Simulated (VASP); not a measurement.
# AlRu (Pm-3m) in VASP: further runs

Runs on AlRu. Level: PBE. Tasks: single point, relaxation of cell and atoms.

Everything below comes from runs of VASP 6.6.1. Logs are shortened: lines on timing, memory, paths and dates and some standing lists are left out, and cuts for length are marked.

**1. The cell of the first run**

It takes space group Pm-3m (No. 221, cubic). Conventional cell: a = 2.982 Å, b = 2.982 Å, c = 2.982 Å, α = 90.00°, β = 90.00°, γ = 90.00°. Al (site symmetry m-3m) has 8 Ru at 2.58 Å and 6 Al at 2.98 Å within 3.4 Å. Within 3.4 Å of Ru (site symmetry m-3m) lie 8 Al at 2.58 Å and 6 Ru at 2.98 Å.

**2. Single point, PBE**

INCAR

```
ALGO = Normal ; EDIFF = 1E-7
ENCUT = 520 ; GGA = PE
ISIF = 2 ; ISMEAR = 0
LASPH = T ; LCHARG = F
LREAL = F ; LWAVE = F
NBANDS = 16 ; NELM = 100
PREC = Accurate ; SIGMA = 0.1
```

KPOINTS

```
k-points
0
Gamma
  6 6 6
```

POSCAR

```
AlRu
1.0
    2.9824954400      0.0000000000      0.0000000000
    0.0000000000      2.9824954400      0.0000000000
    0.0000000000      0.0000000000      2.9824954400
Al Ru
1 1
Direct
    0.0000000000      0.0000000000      0.0000000000
    0.5000000000      0.5000000000      0.5000000000
```

Potentials or basis: VASP PAW PBE potentials, release 64 (Al, Ru_pv).

Launch:

```console
cat potpaw_PBE.64/Al/POTCAR potpaw_PBE.64/Ru_pv/POTCAR > POTCAR
mpirun -np 1 vasp_std > vasp.out
```

OUTCAR:

```text
EDIFF = 1E-7
   ENCUT = 520
   GGA = PE
   ISIF = 2
   ISMEAR = 0
   LASPH = T
   LREAL = F
   NELM = 100
   PREC = Accurate

 ion  position               nearest neighbor table
   1  0.000  0.000  0.000-   2 2.58   2 2.58   2 2.58   2 2.58   2 2.58   2 2.58   2 2.58   2 2.58

   2  0.500  0.500  0.500-   1 2.58   1 2.58   1 2.58   1 2.58   1 2.58   1 2.58   1 2.58   1 2.58

  LATTYP: Found a simple cubic cell.
 ALAT       =     2.9824954400

  Lattice vectors:

 A1 = (   2.9824954400,   0.0000000000,   0.0000000000)
 A2 = (   0.0000000000,   2.9824954400,   0.0000000000)
 A3 = (   0.0000000000,   0.0000000000,   2.9824954400)

Analysis of symmetry for initial positions (statically):
=====================================================================
 Subroutine PRICEL returns:
 Original cell was already a primitive cell.

 Routine SETGRP: Setting up the symmetry group for a
 simple cubic supercell.

 Subroutine GETGRP returns: Found 48 space group operations
 (whereof 48 operations were pure point group operations)
 out of a pool of 48 trial point group operations.

The static configuration has the point symmetry O_h .

Analysis of symmetry for dynamics (positions and initial velocities):
=====================================================================
 Subroutine PRICEL returns:
 Original cell was already a primitive cell.

 Routine SETGRP: Setting up the symmetry group for a
 simple cubic supercell.

 Subroutine GETGRP returns: Found 48 space group operations
 (whereof 48 operations were pure point group operations)
 out of a pool of 48 trial point group operations.

The dynamic configuration has the point symmetry O_h .

 Subroutine INISYM returns: Found 48 space group operations
 (whereof 48 operations are pure point group operations),
 and found     1 'primitive' translations

----------------------------------------------------------------------------------------

                                     Primitive cell

  volume of cell :      26.5301

  direct lattice vectors                    reciprocal lattice vectors
     2.982495440  0.000000000  0.000000000     0.335289700  0.000000000  0.000000000
     0.000000000  2.982495440  0.000000000     0.000000000  0.335289700  0.000000000
     0.000000000  0.000000000  2.982495440     0.000000000  0.000000000  0.335289700

  length of vectors
     2.982495440  2.982495440  2.982495440     0.335289700  0.335289700  0.335289700

  position of ions in fractional coordinates (direct lattice)
     0.000000000  0.000000000  0.000000000
     0.500000000  0.500000000  0.500000000

  ion indices of the primitive-cell ions
   primitive index   ion index
                 1           1
                 2           2

----------------------------------------------------------------------------------------

 KPOINTS: k-points

Automatic generation of k-mesh.
 Grid dimensions read from file:
 generate k-points for:    6    6    6

 Generating k-lattice:

  Cartesian coordinates                     Fractional coordinates (reciprocal lattice)
     0.055881617  0.000000000  0.000000000     0.166666667  0.000000000  0.000000000
     0.000000000  0.055881617  0.000000000     0.000000000  0.166666667  0.000000000
     0.000000000  0.000000000  0.055881617     0.000000000  0.000000000  0.166666667

  Length of vectors
     0.055881617  0.055881617  0.055881617

  Shift w.r.t. Gamma in fractional coordinates (k-lattice)
     0.000000000  0.000000000  0.000000000

 Subroutine IBZKPT returns following result:
 ===========================================

 Found     20 irreducible k-points:

 Following reciprocal coordinates:
            Coordinates               Weight
  0.000000  0.000000  0.000000      1.000000
  0.166667  0.000000  0.000000      6.000000
  0.333333  0.000000  0.000000      6.000000
  0.500000  0.000000  0.000000      3.000000
  0.166667  0.166667  0.000000     12.000000
  0.333333  0.166667  0.000000     24.000000
[... 12 lines left out ...]
  0.500000  0.500000  0.333333      6.000000
  0.500000  0.500000  0.500000      1.000000
   k-points           NKPTS =     20   k-points in BZ     NKDIM =     20   number of bands    NBANDS=     16
   number of dos      NEDOS =    301   number of ions     NIONS =      2
   total plane-waves  NPLWV =  13824
   dimension x,y,z NGX =    24 NGY =   24 NGZ =   24
   dimension x,y,z NGXF=    48 NGYF=   48 NGZF=   48
   ions per type =               1   1
   NGX,Y,Z   is equivalent  to a cutoff of  13.38, 13.38, 13.38 a.u.
   NGXF,Y,Z  is equivalent  to a cutoff of  26.76, 26.76, 26.76 a.u.
 SYSTEM =  unknown system
   PREC   = accura    normal or accurate (medium, high low for compatibility)
   ISTART =      0    job   : 0-new  1-cont  2-samecut
   ICHARG =      2    charge: 1-file 2-atom 10-const
   ISPIN  =      1    spin polarized calculation?
   LNONCOLLINEAR =      F non collinear calculations
   LSORBIT =      F    spin-orbit coupling
   LASPH  =      T    aspherical Exc in radial PAW
   ENCUT  =  520.0 eV  38.22 Ry    6.18 a.u.   5.55  5.55  5.55*2*pi/ulx,y,z
   NELM   =    100;   NELMIN=  2; NELMDL= -5     # of ELM steps
   EDIFF  = 0.1E-06   stopping-criterion for ELM
   LREAL  =      F    real-space projection
   EDIFFG = 0.1E-05   stopping-criterion for IOM
   NSW    =      0    number of steps for IOM
   IBRION =     -1    ionic relax: 0-MD 1-quasi-New 2-CG
   NFREE  =      0    steps in history (QN), initial steepest desc. (CG)
   ISIF   =      2    stress and relaxation
   ISYM   =      2    0-nonsym 1-usesym 2-fastsym
   POTIM  = 0.5000    time-step for ionic-motion
   TEBEG  =    0.0;   TEEND  =   0.0 temperature during run
   PSTRESS=    0.0 pullay stress
   NELECT =      17.0000    total number of electrons
   NUPDOWN=      -1.0000    fix difference up-down
   EMIN   =  10.00;   EMAX   =-10.00  energy-range for DOS
   EFERMI =   0.00;   METHOD = LEGACY
   ISMEAR =     0;   SIGMA  =   0.10  broadening in eV -4-tet -1-fermi 0-gaus
   EFERMI_NEDOS =   21; number of points for ismear=-14 and -15
   IALGO  =     38    algorithm
   IMIX   =      4    mixing-type and parameters
     AMIX     =   0.40;   BMIX     =  1.00
     AMIX_MAG =   1.60;   BMIX_MAG =  1.00
  volume/ion in A,a.u.               =      13.27        89.52
  Fermi-wavevector in a.u.,A,eV,Ry     =   1.411382  2.667126 27.102807  1.992000
  Thomas-Fermi vector in A             =   2.533239
   LORBIT       =      0    0 simple, 1 ext, 2 COOP (PROOUT), +10 PAW based schemes
   GGA     = PE    functional components
   LHFCALC =     F    Hartree Fock is set to
   AEXX    =    0.0000 exact exchange contribution
   IVDW    =     0    specifies the selected vdW correction
   LEPSILON=     F    determine dielectric tensor
   LRPA    =     F    only Hartree local field effects (RPA)
 non-spin polarized calculation
 Gauss-broadening in eV      SIGMA  =   0.10
  energy-cutoff  :      520.00
  volume of cell :       26.53
 maximum number of plane-waves:       739
 NGX is ok and might be reduce to    24
   NGX = 11   NGY = 11   NGZ = 11

 number of electron      16.9999995 magnetization

 Free energy of the ion-electron system (eV)
  ---------------------------------------------------
  ext. energy  EPLUGINS =         0.00000000
  ---------------------------------------------------
  free energy    TOTEN  =       -14.25316488 eV

  energy without entropy =      -14.24009193  energy(sigma->0) =      -14.24662840

 E-fermi :  10.7153     XC(G=0): -12.6154

 val. band max:       10.7127470334   @ k =   0.3333   0.1667   0.0000
 cond. band min:      10.7909335122   @ k =   0.5000   0.1667   0.0000
 fundamental gap:      0.0781864788
 Fermi energy:        10.7152618246

 k-point     1 :       0.0000    0.0000    0.0000
  band No.  band energies     occupation
      1     -30.9351      2.00000
      2     -30.9351      2.00000
      3     -30.9351      2.00000
      4       1.1160      2.00000
      5       7.2374      2.00000
      6       7.2374      2.00000
[... 8 lines left out ...]
     15      22.9243      0.00000
     16      26.1289      0.00000

 k-point     2 :       0.1667    0.0000    0.0000
  band No.  band energies     occupation
      1     -30.9897      2.00000
      2     -30.9305      2.00000
      3     -30.9305      2.00000
      4       1.6453      2.00000
      5       7.3714      2.00000
      6       7.4187      2.00000
[... 8 lines left out ...]
     15      23.1788      0.00000
     16      27.8744      0.00000

 k-point     3 :       0.3333    0.0000    0.0000
  band No.  band energies     occupation
      1     -31.0977      2.00000
      2     -30.9213      2.00000
      3     -30.9213      2.00000
      4       3.1055      2.00000
      5       6.9567      2.00000
      6       7.8223      2.00000
[... 8 lines left out ...]
     15      24.0481      0.00000
     16      25.8902      0.00000

 k-point     4 :       0.5000    0.0000    0.0000
  band No.  band energies     occupation
      1     -31.1510      2.00000
      2     -30.9167      2.00000
      3     -30.9167      2.00000
      4       4.9668      2.00000
      5       5.3384      2.00000
      6       8.0503      2.00000
[... 8 lines left out ...]
     15      23.6854      0.00000
     16      23.6854      0.00000

 k-point     5 :       0.1667    0.1667    0.0000
  band No.  band energies     occupation
      1     -30.9865      2.00000
      2     -30.9826      2.00000
      3     -30.9259      2.00000
      4       2.1497      2.00000
      5       7.5098      2.00000
      6       7.6313      2.00000
[... 8 lines left out ...]
     15      24.2743      0.00000
     16      27.2064      0.00000

 k-point     6 :       0.3333    0.1667    0.0000
  band No.  band energies     occupation
      1     -31.0914      2.00000
      2     -30.9741      2.00000
      3     -30.9166      2.00000
      4       3.5173      2.00000
      5       7.0474      2.00000
      6       8.0549      2.00000
[... 8 lines left out ...]
     15      24.2444      0.00000
     16      25.6638      0.00000

 k-point     7 :       0.5000    0.1667    0.0000
  band No.  band energies     occupation
      1     -31.1442      2.00000
      2     -30.9689      2.00000
      3     -30.9120      2.00000
      4       5.2135      2.00000
      5       5.5329      2.00000
      6       8.3409      2.00000
[... 8 lines left out ...]
     15      23.0971      0.00000
     16      23.2091      0.00000

 k-point     8 :       0.3333    0.3333    0.0000
  band No.  band energies     occupation
      1     -31.0806      2.00000
      2     -31.0768      2.00000
      3     -30.9072      2.00000
      4       4.4209      2.00000
      5       6.9625      2.00000
      6       8.6694      2.00000
[... 8 lines left out ...]
     15      23.4689      0.00000
     16      25.7490      0.00000

 k-point     9 :       0.5000    0.3333    0.0000
  band No.  band energies     occupation
      1     -31.1304      2.00000
      2     -31.0723      2.00000
      3     -30.9026      2.00000
      4       4.9137      2.00000
      5       6.8793      2.00000
      6       9.0354      2.00000
[... 8 lines left out ...]
     15      23.1456      0.00000
     16      26.3013      0.00000
[... 96 lines left out ...]
 k-point    15 :       0.5000    0.3333    0.1667
  band No.  band energies     occupation
      1     -31.1242      2.00000
      2     -31.0667      2.00000
      3     -30.9539      2.00000
      4       5.1476      2.00000
      5       7.1519      2.00000
      6       7.7751      2.00000
[... 8 lines left out ...]
     15      22.9273      0.00000
     16      24.1559      0.00000

 k-point    16 :       0.5000    0.5000    0.1667
  band No.  band energies     occupation
      1     -31.1175      2.00000
      2     -31.1175      2.00000
      3     -30.9489      2.00000
      4       5.0346      2.00000
      5       7.7763      2.00000
      6       7.7763      2.00000
[... 8 lines left out ...]
     15      23.4832      0.00000
     16      23.4832      0.00000

 k-point    17 :       0.3333    0.3333    0.3333
  band No.  band energies     occupation
      1     -31.0639      2.00000
      2     -31.0599      2.00000
      3     -31.0599      2.00000
      4       5.2876      2.00000
      5       7.1017      2.00000
      6       7.1017      2.00000
[... 8 lines left out ...]
     15      21.3604      0.00000
     16      22.9260      0.00000

 k-point    18 :       0.5000    0.3333    0.3333
  band No.  band energies     occupation
      1     -31.1119      2.00000
      2     -31.0566      2.00000
      3     -31.0543      2.00000
      4       5.6165      2.00000
      5       6.7409      2.00000
      6       6.8470      2.00000
[... 8 lines left out ...]
     15      22.0885      0.00000
     16      22.9254      0.00000

 k-point    19 :       0.5000    0.5000    0.3333
  band No.  band energies     occupation
      1     -31.1057      2.00000
      2     -31.1057      2.00000
      3     -31.0498      2.00000
      4       5.7217      2.00000
      5       6.5781      2.00000
      6       6.5781      2.00000
[... 8 lines left out ...]
     15      20.8710      0.00000
     16      22.9229      0.00000

 k-point    20 :       0.5000    0.5000    0.5000
  band No.  band energies     occupation
      1     -31.0998      2.00000
      2     -31.0998      2.00000
      3     -31.0998      2.00000
      4       6.1555      2.00000
      5       6.1555      2.00000
      6       6.1555      2.00000
[... 8 lines left out ...]
     15      19.4529      0.00000
     16      22.8343      0.00000

------------------------ aborting loop because EDIFF is reached ----------------------------------------

  FORCE on cell =-STRESS in cart. coord.  units (eV):
  Direction    XX          YY          ZZ          XY          YZ          ZX
  --------------------------------------------------------------------------------------
  -------------------------------------------------------------------------------------
  Total        0.7420527      0.7420527      0.7420527      0.0000000      0.0000000     -0.0000000
  in kB       44.8132012     44.8132012     44.8132012      0.0000000      0.0000000     -0.0000000
  external PRESSURE =      44.8132012 kB  Pullay stress =       0.0000000 kB

 VOLUME and BASIS-vectors are now :
 -----------------------------------------------------------------------------
  energy-cutoff  :      520.00
  volume of cell :       26.53
      direct lattice vectors                 reciprocal lattice vectors
     2.982495440  0.000000000  0.000000000     0.335289700  0.000000000  0.000000000
     0.000000000  2.982495440  0.000000000     0.000000000  0.335289700  0.000000000
     0.000000000  0.000000000  2.982495440     0.000000000  0.000000000  0.335289700

 POSITION                                       TOTAL-FORCE (eV/Angst)
 -----------------------------------------------------------------------------------
      0.00000      0.00000      0.00000         0.000000      0.000000      0.000000
      1.49125      1.49125      1.49125         0.000000      0.000000      0.000000
 -----------------------------------------------------------------------------------
    total drift:                                0.000000     -0.000000     -0.000000

  FREE ENERGIE OF THE ION-ELECTRON SYSTEM (eV)
  ---------------------------------------------------
  free  energy   TOTEN  =       -14.2531648759 eV

  energy  without entropy=      -14.2400919289  energy(sigma->0) =      -14.24662840
```

Wall time 3.6 s (1 thread of Intel Xeon 6975P-C (Granite Rapids), shared host); peak memory 0.13 GiB.

What came out:

```yaml
Free_energy: -14.2532 eV
Pressure: 4.5 GPa
```

(Continued in part 2 of 4.)
